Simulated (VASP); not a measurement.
Input of a VASP 6.6.1 run:

POSCAR

```
LiCl
1.0
    0.0000000000      2.7330425290      2.7330425290
    2.7330425290      0.0000000000      2.7330425290
    2.7330425290      2.7330425290      0.0000000000
Li Cl
1 1
Direct
    0.0000000000      0.0000000000      0.0000000000
    0.2500000000      0.2500000000      0.2500000000
```

The input INCAR.step1:

```
SYSTEM = LiCl
PREC     = Accurate       ! precision mode
ENCUT    = 500            ! plane-wave cutoff, eV
EDIFF    = 1E-8           ! SCF threshold, eV
ISMEAR   = 0              ! smearing method
SIGMA    = 0.01           ! smearing width, eV
LREAL    = .FALSE.        ! projectors in reciprocal space
LASPH    = .TRUE.         ! aspherical terms in the spheres
NELM     = 60             ! most SCF steps
ALGO     = Normal         ! electronic algorithm
LWAVE    = .TRUE.         ! write WAVECAR
LCHARG   = .FALSE.        ! write CHGCAR
GGA      = PE             ! functional
```

The input INCAR.step2:

```
SYSTEM = LiCl
PREC     = Accurate       ! precision mode
ENCUT    = 500            ! plane-wave cutoff, eV
EDIFF    = 1E-8           ! SCF threshold, eV
ISMEAR   = 0              ! smearing method
SIGMA    = 0.01           ! smearing width, eV
LREAL    = .FALSE.        ! projectors in reciprocal space
LASPH    = .TRUE.         ! aspherical terms in the spheres
NELM     = 1              ! most SCF steps
ALGO     = Exact          ! electronic algorithm
LWAVE    = .TRUE.         ! write WAVECAR
LCHARG   = .FALSE.        ! write CHGCAR
GGA      = PE             ! functional
NBANDS   = 96             ! bands
LOPTICS  = .TRUE.         ! frequency-dependent dielectric function
ISTART   = 1
```

Contents of INCAR.step3:

```
SYSTEM = LiCl
PREC     = Accurate       ! precision mode
ENCUT    = 500            ! plane-wave cutoff, eV
EDIFF    = 1E-8           ! SCF threshold, eV
ISMEAR   = 0              ! smearing method
SIGMA    = 0.01           ! smearing width, eV
LREAL    = .FALSE.        ! projectors in reciprocal space
LASPH    = .TRUE.         ! aspherical terms in the spheres
ALGO     = EVGW0          ! electronic algorithm
LWAVE    = .FALSE.        ! write WAVECAR
LCHARG   = .FALSE.        ! write CHGCAR
GGA      = PE             ! functional
NELMGW   = 1            
NBANDS   = 96             ! bands
ENCUTGW  = 100.0          ! cutoff of the response function
NOMEGA   = 96             ! frequency points
PRECFOCK = Fast         
ISTART   = 1            
NBANDSGW = 12           
OMEGAMAX = 20
```

The input KPOINTS:

```
Automatic mesh
0
G
  6 6 6
  0 0 0
```

Potentials or basis: VASP PAW PBE potentials, release 64 (Li_GW, Cl_GW).

Command:

```console
$ cat potpaw_PBE.64/Li_GW/POTCAR potpaw_PBE.64/Cl_GW/POTCAR > POTCAR
$ cp INCAR.step1 INCAR
$ mpirun -np 1 vasp_std > vasp.out
$ cp INCAR.step2 INCAR
$ mpirun -np 1 vasp_std > vasp.out
$ cp INCAR.step3 INCAR
$ mpirun -np 1 vasp_std > vasp.out
```

Task: Estimate the quasiparticle gap.

Result: 8.69 eV.

Task: What does it give for the least direct quasiparticle gap?

Result: 8.69 eV.

Task: Estimate the band gap of the starting levels on the mesh.

Result: 6.05 eV.

Task: Estimate the least direct gap of the starting levels on the mesh.

Result: 6.05 eV.

Caveat: bands, screening cutoff and mesh are small and nothing is extrapolated, so the quasiparticle values aren't converged; the structure was generated, so it needn't be the stable form of LiCl.
